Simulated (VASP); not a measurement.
The system is Al4Cu.

```
Al Cu
1.0
     2.85980    0.00000    0.00000
    -1.42990    2.47666    0.00000
     0.00000    0.00000   22.02333
Al Cu
8 2
Direct
  0.33333 0.66667 0.89167
  0.33333 0.66667 0.10833
  0.33333 0.66667 0.31890
  0.33333 0.66667 0.50000
  0.33333 0.66667 0.68110
  0.66667 0.33333 0.00000
  0.66667 0.33333 0.21316
  0.66667 0.33333 0.78684
  0.66667 0.33333 0.41008
  0.66667 0.33333 0.58992
```

| Property | Result |
| --- | --- |
| Program | VASP 6.6.1 |
| Task | relaxation of cell and atoms |
| Functional | PBE |
| Potentials or basis | VASP PAW PBE potentials, release 64 (Al, Cu) |
| Cutoff | 600 eV |
| k mesh | 18 × 18 × 2 |
| Occupations | gaussian, width 0.1 eV |
| Spin | no spin polarisation |

At the start: pressure 0.9 GPa; volume 15.60 Å³/atom.

Problem. How do energy, volume and symmetry change on relaxing?

Solution. Over 17 steps the energy falls by 122.7 meV/atom and the volume is 15.50 Å³/atom (-0.6 %); space group P-6m2 (No. 187, to 0.1 Å) before and after.

Step by step:
```
step  energy change (eV)  largest force (eV/Å)  pressure (GPa)  volume (Å³)
   1              0.0000                0.2230            0.93       155.99
   2             -1.1213                0.1448           -1.47       158.03
   3             -1.1972                0.1355           -1.50       158.03
   4             -1.2156                0.1209            0.32       154.67
   5             -1.2156                0.1214            0.24       154.78
   6             -1.2210                0.0948            0.22       154.78
   7             -1.2250                0.0480            0.14       154.77
   8             -1.2257                0.0386           -0.02       155.18
   9             -1.2257                0.0351           -0.14       155.34
  10             -1.2262                0.0234           -0.02       155.22
  11             -1.2264                0.0129            0.03       155.07
  12             -1.2264                0.0134            0.03       155.05
  13             -1.2266                0.0122            0.00       155.12
  14             -1.2266                0.0116           -0.04       155.15
  15             -1.2266                0.0104            0.04       155.03
  16             -1.2266                0.0103            0.05       155.03
  17             -1.2266                0.0086            0.04       155.03
```

Final structure:
```
CELL_PARAMETERS angstrom
2.82325 0.00000 0.00000
-1.41162 2.44500 0.00000
0.00000 0.00000 22.45869
ATOMIC_POSITIONS crystal
Al 0.33333 0.66667 0.89404
Al 0.33333 0.66667 0.10596
Al 0.33333 0.66667 0.31869
Al 0.33333 0.66667 0.50000
Al 0.33333 0.66667 0.68131
Al 0.66667 0.33333 0.00000
Al 0.66667 0.33333 0.21289
Al 0.66667 0.33333 0.78711
Cu 0.66667 0.33333 0.41010
Cu 0.66667 0.33333 0.58990
```
